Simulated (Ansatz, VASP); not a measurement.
InP: VASP beside Ansatz

The input INCAR:

```
SYSTEM = InP
PREC = Accurate
ENCUT = 520
EDIFF = 1E-8
ISMEAR = -1
SIGMA = 0.03
LREAL = .False.
LASPH = .True.
NELM = 100
ALGO = Normal
ISIF = 2
LWAVE = .False.
LCHARG = .False.
GGA = PS
LEFG = .True.
NBANDS = 16
```

Contents of KPOINTS:

```
Automatic mesh
0
Gamma
  11 11 11
  0 0 0
```

The input POSCAR:

```
InP
1.0
    0.0000000000      2.8739078358      2.8739078358
    2.8739078358      0.0000000000      2.8739078358
    2.8739078358      2.8739078358      0.0000000000
In P
1 1
Direct
    0.0000000000      0.0000000000      0.0000000000
    0.5000000000      0.5000000000      0.5000000000
```

Input for Ansatz:

```yaml
crystal:
  lattice:
    - [0.0, 2.8739078358, 2.8739078358]
    - [2.8739078358, 0.0, 2.8739078358]
    - [2.8739078358, 2.8739078358, 0.0]
  atoms:
    - { symbol: In, position: [0.0, 0.0, 0.0] }
    - { symbol: P, position: [0.5, 0.5, 0.5] }
kpoints:
  mp_grid: { grid: [11, 11, 11] }
scf:
  occupations: { method: fermi_dirac, width: 0.03 }
hamiltonian:
  xc: pbesol
  pseudopotentials: { kind: all_electron, datasets: crystal }
output:
  forces: true
  stress: true
  eigenvalues: true
  efg: { contact_densities: true }
```

Change from the starting cell: volume scaled by 1.02, crystal datasets.

Alike in both runs: task electric field gradients; functional PBEsol; k mesh 11 × 11 × 11; occupations fermi-dirac, width 0.03 eV; no spin polarisation.

|  | VASP | Ansatz |
| --- | --- | --- |
| version | VASP 6.6.1 | Ansatz 0.2.0 |
| potentials or method | VASP PAW PBE potentials, release 64 (In_d, P), cutoff 520 eV | all-electron PAW with datasets made for the crystal, scalar-relativistic |

```csv
,VASP,Ansatz,Ansatz less VASP
pressure (GPa),-9.0,-9.0,-0.01
```

VASP's potentials were made for PBE, not for PBEsol. Ansatz ran all-electron here, and VASP with PAW potentials.
